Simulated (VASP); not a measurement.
Here is a VASP 6.6.1 calculation.

The input POSCAR:

```
TiAl3
1.0
    2.8396770000      0.0000000000      0.0000000000
    0.0000000000      4.6812640000      0.0000000000
    0.0000000000      0.0000000000      4.9007420000
Ti Al
1 3
Direct
    0.0000000000      0.5000000000      0.1659160000
    0.5000000000      0.5000000000      0.6672710000
    0.5000000000      0.0000000000      0.3309120000
    0.0000000000      0.0000000000      0.8359000000
```

INCAR.step1

```
SYSTEM = TiAl3
PREC = Accurate
ENCUT = 520
ISMEAR = 0
SIGMA = 0.1
LREAL = .FALSE.
LASPH = .TRUE.
NELM = 80
NBANDS = 18
GGA = PE
ALGO = Normal
EDIFF = 1E-4
LWAVE = .TRUE.
LCHARG = .FALSE.
```

Contents of INCAR.step2:

```
SYSTEM = TiAl3
PREC = Accurate
ENCUT = 520
EDIFF = 1E-7
ISMEAR = 0
SIGMA = 0.1
LREAL = .FALSE.
LASPH = .TRUE.
NELM = 80
ALGO = Normal
ISIF = 2
LWAVE = .FALSE.
LCHARG = .FALSE.
METAGGA = R2SCAN
LMIXTAU = .TRUE.
LUSE_VDW = .TRUE.
IVDW_NL = 2
BPARAM = 11.95
CPARAM = 0.0093
NBANDS = 18
ISTART = 1
```

File KPOINTS:

```
regular mesh
0
G
  6 4 4
  0 0 0
```

Potentials or basis: VASP PAW PBE potentials, release 64 (Ti_sv, Al).

Run with:

```bash
$ cat potpaw_PBE.64/Ti_sv/POTCAR potpaw_PBE.64/Al/POTCAR > POTCAR
$ cp INCAR.step1 INCAR
$ mpirun -np 1 vasp_std > vasp.out
$ cp INCAR.step2 INCAR
$ mpirun -np 1 vasp_std > vasp.out
```

**Question.** What does it give for the largest force?

**Answer.** 0.051 eV/Å.

**Question.** Estimate the band gap on the k mesh.

**Answer.** Zero (an odd number of electrons rules out a gap without spin polarisation).

Stress tensor (GPa, compression positive):
```
-4.15  0.00  0.00
 0.00 -3.02  0.00
 0.00  0.00 -1.00
```

Caveat: the k points lie up to 0.37 Å⁻¹ apart, too coarse for converged energies and pressures of a metal; the PAW data sets were made with another functional, which shifts forces and pressure a little.
